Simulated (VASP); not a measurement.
# CsSnI3 (Pm-3m) in VASP: a series of runs, part 3 of 3

VASP 6.6.1. The steps go on from the part before.

## 6. Single point, PBEsol

This run uses another cell than the first one, of 46.16 Å³/atom.

INCAR

```
SYSTEM = CsSnI3
PREC = Accurate
ENCUT = 520
EDIFF = 1E-6
ISMEAR = 0
SIGMA = 0.01
LREAL = .FALSE.
LASPH = .TRUE.
NELM = 100
ALGO = Normal
ISIF = 2
LWAVE = .FALSE.
LCHARG = .FALSE.
GGA = PS
NBANDS = 30
```

KPOINTS

```
Automatic mesh
0
G
  6 6 6
  0 0 0
```

POSCAR

```
CsSnI3
1.0
    6.1340713748      0.0000000000      0.0000000000
    0.0000000000      6.1340713748      0.0000000000
    0.0000000000      0.0000000000      6.1340713748
Cs Sn I
1 1 3
Direct
    0.0000000000      0.0000000000      0.0000000000
    0.5000000000      0.5000000000      0.5000000000
    0.0000000000      0.5000000000      0.5000000000
    0.5000000000      0.0000000000      0.5000000000
    0.5000000000      0.5000000000      0.0000000000
```

Potentials or basis: VASP PAW PBE potentials, release 64 (Cs_sv, Sn_d, I).

Launch:

```sh
$ cat potpaw_PBE.64/Cs_sv/POTCAR potpaw_PBE.64/Sn_d/POTCAR potpaw_PBE.64/I/POTCAR > POTCAR
$ mpirun -np 1 vasp_std > vasp.out
```

OUTCAR:

```text
SYSTEM = CsSnI3
   PREC = Accurate
   ENCUT = 520
   EDIFF = 1E-6
   ISMEAR = 0
   LREAL = .FALSE.
   LASPH = .TRUE.
   NELM = 100
   ISIF = 2
   GGA = PS

 ion  position               nearest neighbor table
   1  0.000  0.000  0.000-
   2  0.500  0.500  0.500-   3 3.07   4 3.07   5 3.07   5 3.07   4 3.07   3 3.07
   3  0.000  0.500  0.500-   2 3.07   2 3.07
   4  0.500  0.000  0.500-   2 3.07   2 3.07
   5  0.500  0.500  0.000-   2 3.07   2 3.07

  LATTYP: Found a simple cubic cell.
 ALAT       =     6.1340713748

  Lattice vectors:

 A1 = (   6.1340713748,   0.0000000000,   0.0000000000)
 A2 = (   0.0000000000,   6.1340713748,   0.0000000000)
 A3 = (   0.0000000000,   0.0000000000,   6.1340713748)

Analysis of symmetry for initial positions (statically):
=====================================================================
 Subroutine PRICEL returns:
 Original cell was already a primitive cell.

 Routine SETGRP: Setting up the symmetry group for a
 simple cubic supercell.

 Subroutine GETGRP returns: Found 48 space group operations
 (whereof 48 operations were pure point group operations)
 out of a pool of 48 trial point group operations.

The static configuration has the point symmetry O_h .

Analysis of symmetry for dynamics (positions and initial velocities):
=====================================================================
 Subroutine PRICEL returns:
 Original cell was already a primitive cell.

 Routine SETGRP: Setting up the symmetry group for a
 simple cubic supercell.

 Subroutine GETGRP returns: Found 48 space group operations
 (whereof 48 operations were pure point group operations)
 out of a pool of 48 trial point group operations.

The dynamic configuration has the point symmetry O_h .

 Subroutine INISYM returns: Found 48 space group operations
 (whereof 48 operations are pure point group operations),
 and found     1 'primitive' translations

----------------------------------------------------------------------------------------

                                     Primitive cell

  volume of cell :     230.8057

  direct lattice vectors                    reciprocal lattice vectors
     6.134071375  0.000000000  0.000000000     0.163023861  0.000000000  0.000000000
     0.000000000  6.134071375  0.000000000     0.000000000  0.163023861  0.000000000
     0.000000000  0.000000000  6.134071375     0.000000000  0.000000000  0.163023861

  length of vectors
     6.134071375  6.134071375  6.134071375     0.163023861  0.163023861  0.163023861

  position of ions in fractional coordinates (direct lattice)
     0.000000000  0.000000000  0.000000000
     0.500000000  0.500000000  0.500000000
     0.000000000  0.500000000  0.500000000
     0.500000000  0.000000000  0.500000000
     0.500000000  0.500000000  0.000000000

  ion indices of the primitive-cell ions
   primitive index   ion index
                 1           1
                 2           2
                 3           3
                 4           4
                 5           5

----------------------------------------------------------------------------------------

 KPOINTS: Automatic mesh

Automatic generation of k-mesh.
 Grid dimensions read from file:
 generate k-points for:    6    6    6

 Generating k-lattice:

  Cartesian coordinates                     Fractional coordinates (reciprocal lattice)
     0.027170644  0.000000000  0.000000000     0.166666667  0.000000000  0.000000000
     0.000000000  0.027170644  0.000000000     0.000000000  0.166666667  0.000000000
     0.000000000  0.000000000  0.027170644     0.000000000  0.000000000  0.166666667

  Length of vectors
     0.027170644  0.027170644  0.027170644

  Shift w.r.t. Gamma in fractional coordinates (k-lattice)
     0.000000000  0.000000000  0.000000000

 Subroutine IBZKPT returns following result:
 ===========================================

 Found     20 irreducible k-points:

 Following reciprocal coordinates:
            Coordinates               Weight
  0.000000  0.000000  0.000000      1.000000
  0.166667  0.000000  0.000000      6.000000
  0.333333  0.000000  0.000000      6.000000
  0.500000  0.000000  0.000000      3.000000
  0.166667  0.166667  0.000000     12.000000
  0.333333  0.166667  0.000000     24.000000
[... 12 lines left out ...]
  0.500000  0.500000  0.333333      6.000000
  0.500000  0.500000  0.500000      1.000000
   k-points           NKPTS =     20   k-points in BZ     NKDIM =     20   number of bands    NBANDS=     30
   number of dos      NEDOS =    301   number of ions     NIONS =      5
   total plane-waves  NPLWV = 110592
   dimension x,y,z NGX =    48 NGY =   48 NGZ =   48
   dimension x,y,z NGXF=    96 NGYF=   96 NGZF=   96
   ions per type =               1   1   3
   NGX,Y,Z   is equivalent  to a cutoff of  13.01, 13.01, 13.01 a.u.
   NGXF,Y,Z  is equivalent  to a cutoff of  26.02, 26.02, 26.02 a.u.
 SYSTEM =  CsSnI3
   PREC   = accura    normal or accurate (medium, high low for compatibility)
   ISTART =      0    job   : 0-new  1-cont  2-samecut
   ICHARG =      2    charge: 1-file 2-atom 10-const
   ISPIN  =      1    spin polarized calculation?
   LNONCOLLINEAR =      F non collinear calculations
   LSORBIT =      F    spin-orbit coupling
   LASPH  =      T    aspherical Exc in radial PAW
   ENCUT  =  520.0 eV  38.22 Ry    6.18 a.u.  11.41 11.41 11.41*2*pi/ulx,y,z
   NELM   =    100;   NELMIN=  2; NELMDL= -5     # of ELM steps
   EDIFF  = 0.1E-05   stopping-criterion for ELM
   LREAL  =      F    real-space projection
   EDIFFG = 0.1E-04   stopping-criterion for IOM
   NSW    =      0    number of steps for IOM
   IBRION =     -1    ionic relax: 0-MD 1-quasi-New 2-CG
   NFREE  =      0    steps in history (QN), initial steepest desc. (CG)
   ISIF   =      2    stress and relaxation
   ISYM   =      2    0-nonsym 1-usesym 2-fastsym
   POTIM  = 0.5000    time-step for ionic-motion
   TEBEG  =    0.0;   TEEND  =   0.0 temperature during run
   PSTRESS=    0.0 pullay stress
   NELECT =      44.0000    total number of electrons
   NUPDOWN=      -1.0000    fix difference up-down
   EMIN   =  10.00;   EMAX   =-10.00  energy-range for DOS
   EFERMI =   0.00;   METHOD = LEGACY
   ISMEAR =     0;   SIGMA  =   0.01  broadening in eV -4-tet -1-fermi 0-gaus
   EFERMI_NEDOS =   21; number of points for ismear=-14 and -15
   IALGO  =     38    algorithm
   IMIX   =      4    mixing-type and parameters
     AMIX     =   0.40;   BMIX     =  1.00
     AMIX_MAG =   1.60;   BMIX_MAG =  1.00
  volume/ion in A,a.u.               =      46.16       311.51
  Fermi-wavevector in a.u.,A,eV,Ry     =   0.942201  1.780502 12.078473  0.887743
  Thomas-Fermi vector in A             =   2.069787
   LORBIT       =      0    0 simple, 1 ext, 2 COOP (PROOUT), +10 PAW based schemes
   GGA     = PS    functional components
   LHFCALC =     F    Hartree Fock is set to
   AEXX    =    0.0000 exact exchange contribution
   IVDW    =     0    specifies the selected vdW correction
   LEPSILON=     F    determine dielectric tensor
   LRPA    =     F    only Hartree local field effects (RPA)
 non-spin polarized calculation
 Gauss-broadening in eV      SIGMA  =   0.01
  energy-cutoff  :      520.00
  volume of cell :      230.81
 maximum number of plane-waves:      6246
 NGX is ok and might be reduce to    48
   NGX = 23   NGY = 23   NGZ = 23

 number of electron      44.0000010 magnetization

 Free energy of the ion-electron system (eV)
  ---------------------------------------------------
  ext. energy  EPLUGINS =         0.00000000
  ---------------------------------------------------
  free energy    TOTEN  =       -15.07922401 eV

  energy without entropy =      -15.07922401  energy(sigma->0) =      -15.07922401

 E-fermi :   3.2692     XC(G=0):  -7.8373

 val. band max:        3.2264413937   @ k =   0.5000   0.5000   0.5000
 cond. band min:       3.3232839371   @ k =   0.5000   0.5000   0.5000
 fundamental gap:      0.0968425434
 Fermi energy:         3.2691796172

 k-point     1 :       0.0000    0.0000    0.0000
  band No.  band energies     occupation
      1     -19.2116      2.00000
      2     -18.9120      2.00000
      3     -18.9120      2.00000
      4     -18.8852      2.00000
      5     -18.8852      2.00000
      6     -18.8852      2.00000
[... 649 lines left out ...]
     29       6.9630      0.00000
     30       8.2370      0.00000

------------------------ aborting loop because EDIFF is reached ----------------------------------------

  FORCE on cell =-STRESS in cart. coord.  units (eV):
  Direction    XX          YY          ZZ          XY          YZ          ZX
  --------------------------------------------------------------------------------------
  -------------------------------------------------------------------------------------
  Total        0.0419659      0.0419659      0.0419659      0.0000000      0.0000000     -0.0000000
  in kB        0.2913135      0.2913135      0.2913135      0.0000000      0.0000000     -0.0000000
  external PRESSURE =       0.2913135 kB  Pullay stress =       0.0000000 kB

 VOLUME and BASIS-vectors are now :
 -----------------------------------------------------------------------------
  energy-cutoff  :      520.00
  volume of cell :      230.81
      direct lattice vectors                 reciprocal lattice vectors
     6.134071375  0.000000000  0.000000000     0.163023861  0.000000000  0.000000000
     0.000000000  6.134071375  0.000000000     0.000000000  0.163023861  0.000000000
     0.000000000  0.000000000  6.134071375     0.000000000  0.000000000  0.163023861

 POSITION                                       TOTAL-FORCE (eV/Angst)
 -----------------------------------------------------------------------------------
      0.00000      0.00000      0.00000         0.000000      0.000000      0.000000
      3.06704      3.06704      3.06704         0.000000      0.000000      0.000000
      0.00000      3.06704      3.06704         0.000000      0.000000      0.000000
      3.06704      0.00000      3.06704         0.000000      0.000000      0.000000
      3.06704      3.06704      0.00000         0.000000      0.000000      0.000000
 -----------------------------------------------------------------------------------
    total drift:                                0.000000     -0.000000     -0.000000

  FREE ENERGIE OF THE ION-ELECTRON SYSTEM (eV)
  ---------------------------------------------------
  free  energy   TOTEN  =       -15.0792240130 eV

  energy  without entropy=      -15.0792240130  energy(sigma->0) =      -15.07922401
```

OSZICAR:

```text
N       E                     dE             d eps       ncg     rms          rms(c)
DAV:   1     0.345486948754E+03    0.34549E+03   -0.17998E+04  1200   0.134E+03
DAV:   2     0.294634303156E+02   -0.31602E+03   -0.30120E+03  1388   0.283E+02
DAV:   3    -0.134471710695E+02   -0.42911E+02   -0.42318E+02  1448   0.115E+02
DAV:   4    -0.152368746863E+02   -0.17897E+01   -0.17854E+01  1514   0.268E+01
DAV:   5    -0.152935918859E+02   -0.56717E-01   -0.56710E-01  1778   0.463E+00    0.472E+00
DAV:   6    -0.150957963163E+02    0.19780E+00   -0.31594E-01  1572   0.322E+00    0.301E+00
DAV:   7    -0.150784463173E+02    0.17350E-01   -0.24188E-01  1584   0.212E+00    0.851E-01
DAV:   8    -0.150789444338E+02   -0.49812E-03   -0.38133E-02  1408   0.128E+00    0.295E-01
DAV:   9    -0.150790840036E+02   -0.13957E-03   -0.30346E-03  1522   0.433E-01    0.816E-02
DAV:  10    -0.150791855418E+02   -0.10154E-03   -0.44534E-04  1506   0.135E-01    0.294E-02
DAV:  11    -0.150792347997E+02   -0.49258E-04   -0.30591E-04  1492   0.115E-01    0.430E-02
DAV:  12    -0.150792267284E+02    0.80712E-05   -0.32192E-05  1528   0.301E-02    0.276E-02
DAV:  13    -0.150792250275E+02    0.17010E-05   -0.39962E-06  1390   0.112E-02    0.949E-03
DAV:  14    -0.150792238966E+02    0.11308E-05   -0.42944E-06  1476   0.154E-02    0.232E-03
DAV:  15    -0.150792240130E+02   -0.11637E-06   -0.40146E-07   816   0.277E-03
   1 F= -.15079224E+02 E0= -.15079224E+02  d E =-.305044E-12
```

Run time: 59 s. Hardware: 1 thread of Intel Xeon 6975P-C (Granite Rapids), shared host; peak memory 0.4 GiB.

Results:

```
Free energy            : -15.0792 eV
Pressure               : 0.0 GPa
Band gap on the k mesh : 0.10 eV
```

Caveat: semilocal functionals underestimate gaps, and a narrow one can read as zero; the PAW data sets were made with another functional, which shifts forces and pressure a little; spin-orbit coupling is left out, which moves the levels of the heavy elements.

## 7. The runs side by side

| task | cell | k mesh | cutoff (eV) | smearing | gap on the mesh (eV) | pressure (GPa) |
| --- | --- | --- | --- | --- | --- | --- |
| relaxation of cell and atoms | relaxed to 90 GPa from a = 4.850 Å, 5 atoms | 8 × 8 × 8 | 600 | gaussian 0.1 eV | - | 90.0 |
| relaxation of cell and atoms | relaxed to 4 GPa from a = 5.870 Å, 5 atoms | 6 × 6 × 6 | 600 | gaussian 0.1 eV | none | 4.0 |
| relaxation of cell and atoms | relaxed to 1 GPa from a = 6.114 Å, 5 atoms | 6 × 6 × 6 | 600 | gaussian 0.01 eV | none | 1.0 |
| relaxation of cell and atoms | relaxed to 50 GPa from a = 5.117 Å, 5 atoms | 8 × 8 × 8 | 600 | gaussian 0.1 eV | none | 50.0 |
| single point | a = 6.134 Å, 5 atoms | 6 × 6 × 6 | 520 | gaussian 0.01 eV | 0.10 | 0.0 |

Alike in all rows: level PBEsol; potentials or basis VASP PAW PBE potentials, release 64 (Cs_sv, Sn_d, I); no spin polarisation.

Caveats: the PAW data sets were made with another functional, which shifts forces and pressure a little; spin-orbit coupling is left out, which moves the levels of the heavy elements; the cell is relaxed towards a set pressure, so the run minimises the enthalpy, not the energy (at least some runs); semilocal functionals underestimate gaps, and a narrow one can read as zero (at least some runs); the highest band is partly filled, so the run has too few bands (at least some runs).

Absolute energies hang on the potentials; compare differences alone.

The gap in the log of VASP goes by the Fermi energy; the results here count the filled bands.